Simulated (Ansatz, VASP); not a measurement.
# Yb: VASP beside Ansatz

The input INCAR:

```
SYSTEM = Yb
  ALGO = Normal
  EDIFF = 1E-8
  ENCUT = 520
  GGA = PE
  ISIF = 2
  ISMEAR = -1
  LASPH = .TRUE.
  LCHARG = .FALSE.
  LEFG = .TRUE.
  LREAL = .FALSE.
  LWAVE = .FALSE.
  NBANDS = 18
  NELM = 80
  PREC = Accurate
  SIGMA = 0.05
```

KPOINTS

```
k-points
0
G
  15 15 15
  0 0 0
```

File POSCAR:

```
Yb
1.0
   -2.0385480028      2.0385480028      2.0385480028
    2.0385480028     -2.0385480028      2.0385480028
    2.0385480028      2.0385480028     -2.0385480028
Yb
1
Direct
    0.0000000000      0.0000000000      0.0000000000
```

Input for Ansatz:

```yaml
crystal:
  lattice:
    - [-2.0385480028, 2.0385480028, 2.0385480028]
    - [2.0385480028, -2.0385480028, 2.0385480028]
    - [2.0385480028, 2.0385480028, -2.0385480028]
  atoms:
    - { symbol: Yb, position: [0.0, 0.0, 0.0] }
kpoints:
  mp_grid: { grid: [15, 15, 15] }
scf:
  occupations: { method: fermi_dirac, width: 0.05 }
hamiltonian:
  xc: pbe
  pseudopotentials: { kind: paw }
output:
  forces: true
  stress: true
  eigenvalues: true
  efg: { contact_densities: true }
```

Change from the starting cell: volume scaled by 0.98, PAW files.

Alike in both runs: task electric field gradients; functional PBE; k mesh 15 × 15 × 15; occupations fermi-dirac, width 0.05 eV; no spin polarisation.

|  | VASP | Ansatz |
| --- | --- | --- |
| version | VASP 6.6.1 | Ansatz 0.2.0 |
| potentials or method | VASP PAW PBE potentials, release 64 (Yb) | PAW with Ansatz's default frozen-core files, scalar-relativistic |
| plane-wave cutoff (eV) | 520 | 420 |
| valence electrons in the cell | 24 | 24 |

|  | VASP | Ansatz | Ansatz less VASP |
| --- | --- | --- | --- |
| pressure (GPa) | 0.1 | 0.4 | +0.29 |

Neither program's run includes spin-orbit coupling.
